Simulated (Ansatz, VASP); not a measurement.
## TePb in VASP and in Ansatz

Contents of POSCAR:

```
TePb
1.0
    5.5528191719      0.0000000000      0.0000000000
   -2.7764095860      4.8088824655      0.0000000000
    0.0000000000      0.0000000000      6.6403552007
Pb Te
2 2
Direct
    0.3333333333      0.6666666667      0.2500000000
    0.6666666667      0.3333333333      0.7500000000
    0.6666666667      0.3333333333      0.2500000000
    0.3333333333      0.6666666667      0.7500000000
```

Contents of INCAR.step1:

```
SYSTEM = TePb
PREC = Accurate
ENCUT = 520
ISMEAR = 0
SIGMA = 0.01
LREAL = .FALSE.
LASPH = .TRUE.
NELM = 60
NBANDS = 28
GGA = PE
ALGO = Normal
EDIFF = 1E-4
LWAVE = .TRUE.
LCHARG = .FALSE.
```

INCAR.step2

```
SYSTEM = TePb
PREC = Accurate
ENCUT = 520
EDIFF = 1E-6
ISMEAR = 0
SIGMA = 0.01
LREAL = .FALSE.
LASPH = .TRUE.
NELM = 60
ALGO = Normal
ISIF = 2
LWAVE = .FALSE.
LCHARG = .FALSE.
METAGGA = R2SCAN
LMIXTAU = .TRUE.
NBANDS = 28
ISTART = 1
```

Contents of KPOINTS:

```
Automatic mesh
0
G
  6 6 4
  0 0 0
```

Input for Ansatz:

```yaml
crystal:
  lattice:
    - [5.5528191719, 0.0, 0.0]
    - [-2.776409586, 4.8088824655, 0.0]
    - [0.0, 0.0, 6.6403552007]
  atoms:
    - { symbol: Pb, position: [0.3333333333, 0.6666666667, 0.25] }
    - { symbol: Pb, position: [0.6666666667, 0.3333333333, 0.75] }
    - { symbol: Te, position: [0.6666666667, 0.3333333333, 0.25] }
    - { symbol: Te, position: [0.3333333333, 0.6666666667, 0.75] }
kpoints:
  mp_grid: { grid: [6, 6, 4] }
hamiltonian:
  xc: r2scan
scf:
  occupations: { method: fixed }
  n_extra_bands: 5
output:
  forces: true
  stress: true
  eigenvalues: true
```

Alike in both runs: task single point; functional r2SCAN; k mesh 6 × 6 × 4; no spin polarisation.

|  | VASP | Ansatz |
| --- | --- | --- |
| version | VASP 6.6.1 | Ansatz 0.2.0 |
| potentials or method | VASP PAW PBE potentials, release 64 (Pb_d, Te) | plane waves, PAW |
| plane-wave cutoff (eV) | 520 | 500 |
| occupations | gaussian, width 0.01 eV | fixed |
| valence electrons in the cell | 40 | 60 |

|  | VASP | Ansatz | Ansatz less VASP |
| --- | --- | --- | --- |
| gap on the k mesh at the Fermi level (eV) | 1.42 | 1.42 | +0.001 |
| pressure (GPa) | -0.9 | -0.9 | +0.01 |

VASP's potentials were made for PBE, not for r2SCAN. VASP's potentials hold 40 valence electrons a cell and Ansatz's 60, so a difference there can come from the potentials and not from the codes.

Neither program's run includes spin-orbit coupling.
